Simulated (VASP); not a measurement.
# Al2GaP3 (P3m1) in VASP: a series of runs, part 2 of 2

VASP 6.6.1. Earlier steps stand in the parts before.

## Step 3: Single point, PBE

This run uses another cell than the first one, of 20.86 Å³/atom, 1.139 times its volume.

INCAR reads:

```
  ALGO = Normal
  EDIFF = 1E-6
  ENCUT = 520
  GGA = PE
  ISIF = 2
  ISMEAR = 0
  LASPH = True
  LCHARG = False
  LREAL = False
  LWAVE = False
  NBANDS = 26
  NELM = 100
  PREC = Accurate
  SIGMA = 0.1
```

KPOINTS reads:

```
k-points
0
Gamma
  6 6 2
```

POSCAR reads:

```
Al2GaP3
1.0
    3.8946600385      0.0000000000      0.0000000000
   -1.9473300193      3.3728745325      0.0000000000
    0.0000000000      0.0000000000      9.5259364369
Al Ga P
2 1 3
Direct
    0.0000000000      0.0000000000      0.0002284795
    0.3333333333      0.6666666667      0.6668776540
    0.6666666667      0.3333333333      0.3332742774
    0.0000000000      0.0000000000      0.7497901538
    0.3333333333      0.6666666667      0.4171306541
    0.6666666667      0.3333333333      0.0826987812
```

Potentials or basis: VASP PAW PBE potentials, release 64 (Al, Ga_d, P).

Started as:

```console
cat potpaw_PBE.64/Al/POTCAR potpaw_PBE.64/Ga_d/POTCAR potpaw_PBE.64/P/POTCAR > POTCAR
mpirun -np 1 vasp_std > vasp.out
```

OUTCAR:

```text
EDIFF = 1E-6
   ENCUT = 520
   GGA = PE
   ISIF = 2
   ISMEAR = 0
   LASPH = True
   LREAL = False
   NELM = 100
   PREC = Accurate

 ion  position               nearest neighbor table
   1  0.000  0.000  0.000-   6 2.38   6 2.38   6 2.38   4 2.39
   2  0.333  0.667  0.667-   5 2.38   4 2.38   4 2.38   4 2.38
   3  0.667  0.333  0.333-   5 2.39   5 2.39   5 2.39   6 2.39
   4  0.000  0.000  0.750-   2 2.38   2 2.38   2 2.38   1 2.39
   5  0.333  0.667  0.417-   2 2.38   3 2.39   3 2.39   3 2.39
   6  0.667  0.333  0.083-   1 2.38   1 2.38   1 2.38   3 2.39

  LATTYP: Found a hexagonal cell.
 ALAT       =     3.8946600385
 C/A-ratio  =     2.4458967773

  Lattice vectors:

 A1 = (   3.8946600385,   0.0000000000,   0.0000000000)
 A2 = (  -1.9473300193,   3.3728745325,   0.0000000000)
 A3 = (   0.0000000000,   0.0000000000,   9.5259364369)

Analysis of symmetry for initial positions (statically):
=====================================================================
 Subroutine PRICEL returns:
 Original cell was already a primitive cell.

 Routine SETGRP: Setting up the symmetry group for a
 hexagonal supercell.

 Subroutine GETGRP returns: Found  6 space group operations
 (whereof  6 operations were pure point group operations)
 out of a pool of 24 trial point group operations.

The static configuration has the point symmetry C_3v.

Analysis of symmetry for dynamics (positions and initial velocities):
=====================================================================
 Subroutine PRICEL returns:
 Original cell was already a primitive cell.

 Routine SETGRP: Setting up the symmetry group for a
 hexagonal supercell.

 Subroutine GETGRP returns: Found  6 space group operations
[... 117 lines left out ...]
   IALGO  =     38    algorithm
   IMIX   =      4    mixing-type and parameters
     AMIX     =   0.40;   BMIX     =  1.00
     AMIX_MAG =   1.60;   BMIX_MAG =  1.00
  volume/ion in A,a.u.               =      20.86       140.74
  Fermi-wavevector in a.u.,A,eV,Ry     =   1.060332  2.003738 15.297093  1.124305
  Thomas-Fermi vector in A             =   2.195710
   LORBIT       =      0    0 simple, 1 ext, 2 COOP (PROOUT), +10 PAW based schemes
   GGA     = PE    functional components
   LHFCALC =     F    Hartree Fock is set to
   AEXX    =    0.0000 exact exchange contribution
   IVDW    =     0    specifies the selected vdW correction
   LEPSILON=     F    determine dielectric tensor
   LRPA    =     F    only Hartree local field effects (RPA)
 non-spin polarized calculation
 Gauss-broadening in eV      SIGMA  =   0.10
  energy-cutoff  :      520.00
  volume of cell :      125.13
 maximum number of plane-waves:      3401
 NGX is ok and might be reduce to    30
   NGX = 15   NGY = 15   NGZ = 35

 number of electron      34.0000005 magnetization

 Free energy of the ion-electron system (eV)
  ---------------------------------------------------
  ext. energy  EPLUGINS =         0.00000000
  ---------------------------------------------------
  free energy    TOTEN  =       -29.85722734 eV

  energy without entropy =      -29.85722734  energy(sigma->0) =      -29.85722734

 E-fermi :   4.8452     XC(G=0):  -9.3070

 val. band max:        4.3826459017   @ k =   0.0000   0.0000   0.0000
 cond. band min:       5.9915292875   @ k =   0.5000   0.0000   0.0000
 fundamental gap:      1.6088833858
 Fermi energy:         4.8451978408

 k-point     1 :       0.0000    0.0000    0.0000
  band No.  band energies     occupation
      1      -9.8997      2.00000
      2      -9.8500      2.00000
      3      -9.8500      2.00000
      4      -9.7735      2.00000
      5      -9.7735      2.00000
      6      -7.3400      2.00000
[... 395 lines left out ...]
     25      10.9772      0.00000
     26      11.1717      0.00000

------------------------ aborting loop because EDIFF is reached ----------------------------------------

  FORCE on cell =-STRESS in cart. coord.  units (eV):
  Direction    XX          YY          ZZ          XY          YZ          ZX
  --------------------------------------------------------------------------------------
  -------------------------------------------------------------------------------------
  Total        0.0335177      0.0335177      0.0474934     -0.0000000     -0.0000000      0.0000000
  in kB        0.4291486      0.4291486      0.6080878     -0.0000000     -0.0000000      0.0000000
  external PRESSURE =       0.4887950 kB  Pullay stress =       0.0000000 kB

 VOLUME and BASIS-vectors are now :
 -----------------------------------------------------------------------------
  energy-cutoff  :      520.00
  volume of cell :      125.13
      direct lattice vectors                 reciprocal lattice vectors
     3.894660039  0.000000000  0.000000000     0.256761820  0.148241506  0.000000000
    -1.947330019  3.372874533  0.000000000     0.000000000  0.296483012  0.000000000
     0.000000000  0.000000000  9.525936437     0.000000000  0.000000000  0.104976556

 POSITION                                       TOTAL-FORCE (eV/Angst)
 -----------------------------------------------------------------------------------
      0.00000      0.00000      0.00218         0.000000      0.000000     -0.001458
     -0.00000      2.24858      6.35263        -0.000000     -0.000000     -0.000366
      1.94733      1.12429      3.17475        -0.000000     -0.000000     -0.002716
      0.00000      0.00000      7.14245         0.000000     -0.000000      0.001961
     -0.00000      2.24858      3.97356         0.000000     -0.000000      0.009230
      1.94733      1.12429      0.78778         0.000000     -0.000000     -0.006651
 -----------------------------------------------------------------------------------
    total drift:                               -0.000001      0.000001      0.000262

  FREE ENERGIE OF THE ION-ELECTRON SYSTEM (eV)
  ---------------------------------------------------
  free  energy   TOTEN  =       -29.8572273415 eV

  energy  without entropy=      -29.8572273415  energy(sigma->0) =      -29.85722734
```

OSZICAR:

```text
N       E                     dE             d eps       ncg     rms          rms(c)
DAV:   1     0.199445294211E+03    0.19945E+03   -0.13919E+04   732   0.134E+03
DAV:   2    -0.470629505082E+01   -0.20415E+03   -0.18913E+03   824   0.329E+02
DAV:   3    -0.298113644158E+02   -0.25105E+02   -0.24498E+02   936   0.969E+01
DAV:   4    -0.307837508501E+02   -0.97239E+00   -0.96770E+00   910   0.199E+01
DAV:   5    -0.308176682666E+02   -0.33917E-01   -0.33893E-01  1070   0.358E+00    0.751E+00
DAV:   6    -0.299544184243E+02    0.86325E+00   -0.14351E+00  1060   0.111E+01    0.478E+00
DAV:   7    -0.298575321843E+02    0.96886E-01   -0.72928E-01   968   0.357E+00    0.193E+00
DAV:   8    -0.298561227949E+02    0.14094E-02   -0.76356E-02   940   0.248E+00    0.348E-01
DAV:   9    -0.298568021054E+02   -0.67931E-03   -0.62354E-03  1088   0.102E+00    0.159E-01
DAV:  10    -0.298570314937E+02   -0.22939E-03   -0.57486E-04   874   0.151E-01    0.789E-02
DAV:  11    -0.298572229026E+02   -0.19141E-03   -0.30804E-04   856   0.124E-01    0.333E-02
DAV:  12    -0.298572210362E+02    0.18664E-05   -0.19240E-05   956   0.287E-02    0.242E-02
DAV:  13    -0.298572269899E+02   -0.59537E-05   -0.84840E-06   864   0.135E-02    0.856E-03
DAV:  14    -0.298572273415E+02   -0.35166E-06   -0.63693E-07   714   0.662E-03
   1 F= -.29857227E+02 E0= -.29857227E+02  d E =-.837318E-12
```

stdout:

```text
POSCAR found type information on POSCAR AlGaP
 POSCAR found :  3 types and       6 ions
 scaLAPACK will be used
 LDA part: xc-table for (Slater+PW92), standard interpolation
 POSCAR, INCAR and KPOINTS ok, starting setup
 FFT: planning ... GRIDC
 FFT: planning ... GRID_SOFT
 FFT: planning ... GRID
 WAVECAR not read
 entering main loop
```

Wall time 1.9 min (1 thread of Intel Xeon Platinum 8488C (Sapphire Rapids), shared host); peak memory 0.25 GiB.

Results:

| Item | Value |
| --- | --- |
| Free energy | -29.8572 eV |
| Pressure | 0.0 GPa |
| Largest force | 0.009 eV/Å |
| Band gap on the k mesh | 1.61 eV, indirect (least direct gap 1.99 eV) |

Forces in eV/Å, atoms in the order of the input:
```
Al   0.000  0.000 -0.001
Al   0.000  0.000  0.000
Ga   0.000  0.000 -0.003
P    0.000  0.000  0.002
P    0.000  0.000  0.009
P    0.000  0.000 -0.007
```

Levels at points of the mesh, in eV from the valence-band top:
| k point | band 13 | band 14 | band 15 | band 16 | band 17 | band 18 | band 19 | band 20 | band 21 | band 22 |
| --- | --- | --- | --- | --- | --- | --- | --- | --- | --- | --- |
| (0.00, 0.00, 0.00) | -0.68 | -0.68 | -0.03 | 0.00 | 0.00 | 1.99 | 2.75 | 2.92 | 4.28 | 4.28 |
| (0.50, 0.00, 0.00) | -2.26 | -2.22 | -2.07 | -1.37 | -1.28 | 1.61 | 2.18 | 3.04 | 3.16 | 4.82 |
| (0.00, 0.00, 0.50) | -0.91 | -0.43 | -0.43 | -0.17 | -0.17 | 2.11 | 3.00 | 3.31 | 4.68 | 4.68 |
| (0.50, 0.00, 0.50) | -2.83 | -2.02 | -1.97 | -0.88 | -0.88 | 2.07 | 2.18 | 2.43 | 3.73 | 3.80 |

## Step 4: Relaxation of cell and atoms, PBE

INCAR reads:

```
  ALGO = Normal
  EDIFF = 1E-6
  EDIFFG = -0.04
  ENCUT = 600
  GGA = PE
  IBRION = 2
  ISIF = 3
  ISMEAR = 0
  LASPH = T
  LCHARG = F
  LREAL = F
  LWAVE = F
  NELM = 60
  NSW = 90
  PREC = Accurate
  SIGMA = 0.1
```

KPOINTS is that of step 3.

POSCAR reads:

```
Al2GaP3
1.0
    3.7277646000      0.0000000000      0.0000000000
   -1.8638823000      3.2283388500      0.0000000000
    0.0000000000      0.0000000000      9.1311211600
Al Ga P
2 1 3
Direct
    0.0000000000      0.0000000000      0.0000000000
    0.3333333300      0.6666666700      0.6666666700
    0.6666666700      0.3333333300      0.3333333300
    0.0000000000      0.0000000000      0.7500000000
    0.3333333300      0.6666666700      0.4166666700
    0.6666666700      0.3333333300      0.0833333300
```

Started as:

```console
cat potpaw_PBE.64/Al/POTCAR potpaw_PBE.64/Ga_d/POTCAR potpaw_PBE.64/P/POTCAR > POTCAR
mpirun -np 1 vasp_std > vasp.out
```

Run time: 6 min. Hardware: 1 thread of Intel Xeon Platinum 8488C (Sapphire Rapids), shared host; peak memory 0.28 GiB.

Results (log left out):

```yaml
Free_energy: -29.8558 eV
Relaxed_volume: 20.82 Å³/atom
Relaxed_cell: a = 3.892 Å, b = 3.892 Å, c = 9.525 Å, α = 90.00°, β = 90.00°, γ = 120.00°
Space_group_after_relaxing_to_0.05_Å: P3m1 (No. 156)
Energy_gained_by_relaxing: 98.8 meV/atom
Ionic_steps: 5
Pressure_after_relaxing: 0.2 GPa
Largest_force_after_relaxing: 0.026 eV/Å
Band_gap_on_the_k_mesh: 1.61 eV, indirect (least direct gap 1.99 eV)
```

Forces in eV/Å, atoms in the order of the input:
```
Al   0.000  0.000  0.000
Al   0.000  0.000  0.019
Ga   0.000  0.000 -0.004
P    0.000  0.000 -0.003
P    0.000  0.000  0.015
P    0.000  0.000 -0.026
```

The path:
| step | energy change (eV) | largest force (eV/Å) | pressure (GPa) | volume (Å³) |
| --- | --- | --- | --- | --- |
| 1 | 0.0000 | 0.0441 | 13.89 | 109.89 |
| 2 | -0.3494 | 0.0766 | -5.95 | 137.12 |
| 3 | -0.5929 | 0.0569 | -0.04 | 125.25 |
| 4 | -0.5927 | 0.0565 | 0.17 | 124.93 |
| 5 | -0.5930 | 0.0262 | 0.17 | 124.94 |

Final structure:
```
CELL_PARAMETERS angstrom
3.89175 0.00000 0.00000
-1.94588 3.37036 0.00000
0.00000 0.00000 9.52513
ATOMIC_POSITIONS crystal
Al 0.00000 0.00000 0.00026
Al 0.33333 0.66667 0.66662
Ga 0.66667 0.33333 0.33330
P 0.00000 0.00000 0.74982
P 0.33333 0.66667 0.41704
P 0.66667 0.33333 0.08296
```

Levels at points of the mesh, in eV from the valence-band top:
| k point | band 13 | band 14 | band 15 | band 16 | band 17 | band 18 | band 19 | band 20 | band 21 |
| --- | --- | --- | --- | --- | --- | --- | --- | --- | --- |
| (0.00, 0.00, 0.00) | -0.68 | -0.68 | -0.03 | 0.00 | 0.00 | 1.99 | 2.77 | 2.93 | 4.28 |
| (0.50, 0.00, 0.00) | -2.26 | -2.22 | -2.08 | -1.37 | -1.29 | 1.61 | 2.17 | 3.04 | 3.16 |
| (0.00, 0.00, 0.50) | -0.91 | -0.43 | -0.43 | -0.17 | -0.17 | 2.12 | 3.01 | 3.32 | 4.68 |
| (0.50, 0.00, 0.50) | -2.84 | -2.02 | -1.97 | -0.89 | -0.88 | 2.07 | 2.19 | 2.43 | 3.72 |

A k mesh can miss the band edges.

## Step 5: Summary

```tsv
task	cell	cutoff (eV)	gap on the mesh (eV)	pressure (GPa)	largest force (eV/Å)
single point	a = 3.728, b = 3.728, c = 9.131 Å, angles 90.0, 90.0, 120.0°, 6 atoms	520	1.31	13.9	0.04
single point	a = 3.895, b = 3.895, c = 9.526 Å, angles 90.0, 90.0, 120.0°, 6 atoms	520	1.61	0.0	0.01
relaxation of cell and atoms	relaxed from a = 3.728, b = 3.728, c = 9.131 Å, angles 90.0, 90.0, 120.0°, 6 atoms	600	1.61	0.2	0.03
```

Alike in all rows: level PBE; potentials or basis VASP PAW PBE potentials, release 64 (Al, Ga_d, P); no spin polarisation; k mesh 6 × 6 × 2; smearing gaussian 0.1 eV.

Total energies depend on the potentials used, so only differences within one code and one set of settings carry meaning.
